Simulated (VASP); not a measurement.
Crystal: Cu.

```
Cu
1.0
     4.05627    0.00000    0.00000
    -2.02814    3.51283    0.00000
     0.00000    0.00000    2.48649
Cu
3
Direct
  0.00000 0.00000 0.00000
  0.33333 0.66667 0.50000
  0.66667 0.33333 0.50000
```

| Property | Result |
| --- | --- |
| Program | VASP 6.6.1 |
| Task | relaxation of cell and atoms |
| Functional | LDA |
| Potentials or basis | VASP PAW LDA potentials, release 64 (Cu) |
| Cutoff | 600 eV |
| k mesh | 9 × 9 × 13 |
| Occupations | fermi-dirac, width 0.1 eV |
| Spin | no spin polarisation |

At the start: pressure -9.1 GPa; volume 11.81 Å³/atom.

How do energy, volume and symmetry change on relaxing?

Over 13 steps the energy falls by 22.5 meV/atom and the volume is 11.13 Å³/atom (-5.8 %); space group P6/mmm (No. 191, to 0.05 Å).

Step by step:
| step | energy change (eV) | largest force (eV/Å) | pressure (GPa) | volume (Å³) |
| --- | --- | --- | --- | --- |
| 1 | 0.0000 | 0.0000 | -9.10 | 35.43 |
| 2 | -0.0370 | 0.0000 | 7.80 | 32.10 |
| 3 | -0.0651 | 0.0000 | 0.18 | 33.36 |
| 4 | -0.0651 | 0.0000 | 0.18 | 33.32 |
| 5 | -0.0580 | 0.0000 | 3.90 | 32.70 |
| 6 | -0.0650 | 0.0000 | 0.72 | 33.28 |
| 7 | -0.0674 | 0.0000 | 0.72 | 33.30 |
| 8 | -0.0675 | 0.0000 | 0.44 | 33.31 |
| 9 | -0.0675 | 0.0000 | 0.42 | 33.31 |
| 10 | -0.0675 | 0.0000 | 0.30 | 33.31 |
| 11 | -0.0675 | 0.0000 | 0.48 | 33.30 |
| 12 | -0.0675 | 0.0000 | -0.31 | 33.45 |
| 13 | -0.0676 | 0.0000 | -0.03 | 33.39 |

Final structure:
```
CELL_PARAMETERS angstrom
4.00457 0.00000 0.00000
-2.00228 3.46806 0.00000
0.00000 0.00000 2.40427
ATOMIC_POSITIONS crystal
Cu 0.00000 0.00000 0.00000
Cu 0.33333 0.66667 0.50000
Cu 0.66667 0.33333 0.50000
```
